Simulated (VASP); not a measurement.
Input of a VASP 6.6.1 run:

INCAR

```
PREC = Accurate
ENCUT = 520
EDIFF = 1E-6
ISMEAR = 0
SIGMA = 0.03
LREAL = F
LASPH = T
NELM = 60
ALGO = Normal
ISIF = 2
LWAVE = F
LCHARG = F
GGA = CA
NBANDS = 16
```

KPOINTS

```
regular mesh
0
Gamma
  12 12 6
```

File POSCAR:

```
Si
1.0
    4.0678030768     -0.1013149084      0.0000000000
   -2.1216428229      3.1125484317      0.0000000000
    0.0000000000      0.0000000000      6.2886938331
Si
4
Direct
    0.3333333333      0.6666666667      0.0630360460
    0.6666666667      0.3333333333      0.5630360460
    0.3333333333      0.6666666667      0.4369639540
    0.6666666667      0.3333333333      0.9369639540
```

Potentials or basis: VASP PAW LDA potentials, release 64 (Si).

Command:

```sh
$ cat potpaw_LDA.64/Si/POTCAR > POTCAR
$ mpirun -np 1 vasp_std > vasp.out
```

Question: Estimate the largest force.

Answer: 1.568 eV/Å.

Question: Estimate the band gap on the k mesh.

Answer: Zero (bands 8 and 9 overlap by 0.82 eV).

Question: Predict the pressure.

Answer: 1.9 GPa.

Stress tensor (GPa, compression positive):
```
-10.00   4.26   0.00
  4.26  15.39   0.00
  0.00   0.00   0.21
```

Caveat: the cell differs from its parent crystal (engineering shear strain xy -0.0533, strain +e along x and -e along y +0.0700); the stress differs along the axes, from -10 to 15 GPa; forces of over 1 eV/Å act on the atoms, so gaps and moduli don't describe the material at rest.
